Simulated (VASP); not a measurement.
# Mg2BeSeO2: single point with PBE

Crystal: Mg2BeSeO2.

```xyz
6
Lattice="2.4781 -2.4786 0.0000 2.4781 2.4786 0.0000 0.0000 0.0000 5.8742" Properties=species:S:1:pos:R:3 pbc="T T T"
Mg    0.0000    0.0000    6.4409
Mg    0.0000    0.0000    3.2131
Be    2.4781    0.0000    1.8896
Se    2.4781    0.0000    4.8271
O     1.2391    1.2393    1.8899
O     1.2391   -1.2393    1.8899
```

* Program: VASP 6.6.1
* Task: single point
* Functional: PBE
* Potentials or basis: VASP PAW PBE potentials, release 64 (Mg, Be, Se, O)
* Cutoff: 520 eV
* k mesh: 6 × 6 × 2
* Occupations: gaussian, width 0.1 eV
* Spin: no spin polarisation
* Dipole correction: no
* Further INCAR settings: ALGO = Normal; EDIFF = 1e-07; NBANDS = 21

```yaml
Pressure: -0.1 GPa
Largest_force: 0.045 eV/Å
```

Forces in eV/Å, atoms in the order of the input:
```
Mg   0.000  0.000  0.044
Mg   0.000  0.000 -0.045
Be   0.000  0.000  0.001
Se   0.000  0.000  0.000
O    0.000  0.000 -0.001
O    0.000  0.000 -0.001
```

Stress tensor (GPa, compression positive):
```
 0.06  0.00  0.00
 0.00  0.01  0.00
 0.00  0.00 -0.40
```

Levels at points of the mesh, in eV from the Fermi level:
| k point | band 9 | band 10 | band 11 | band 12 | band 13 | band 14 | band 15 | band 16 |
| --- | --- | --- | --- | --- | --- | --- | --- | --- |
| (0.00, 0.00, 0.00) | -2.27 | -1.75 | -0.78 | -0.78 | 1.23 | 3.27 | 5.49 | 6.48 |
| (0.50, 0.00, 0.00) | -4.43 | -4.08 | -1.56 | -0.04 | 3.59 | 4.68 | 6.33 | 6.42 |
| (0.50, 0.50, 0.00) | -4.00 | -2.81 | -1.75 | -1.18 | 0.31 | 5.02 | 5.53 | 5.53 |
| (0.00, 0.00, 0.50) | -2.27 | -2.27 | -0.89 | -0.89 | 1.88 | 5.26 | 5.62 | 6.03 |
| (0.50, 0.00, 0.50) | -4.08 | -3.40 | -2.45 | -0.13 | 2.36 | 4.52 | 5.86 | 6.31 |
| (0.50, 0.50, 0.50) | -2.82 | -1.75 | -1.62 | -1.18 | -0.03 | 2.58 | 3.84 | 3.84 |

It took 38 s on 1 thread of AMD EPYC 7R43 64-Core Processor (Zen 3) (shared host), peak memory 0.17 GiB.

Caveat: the k points lie up to 0.53 Å⁻¹ apart.
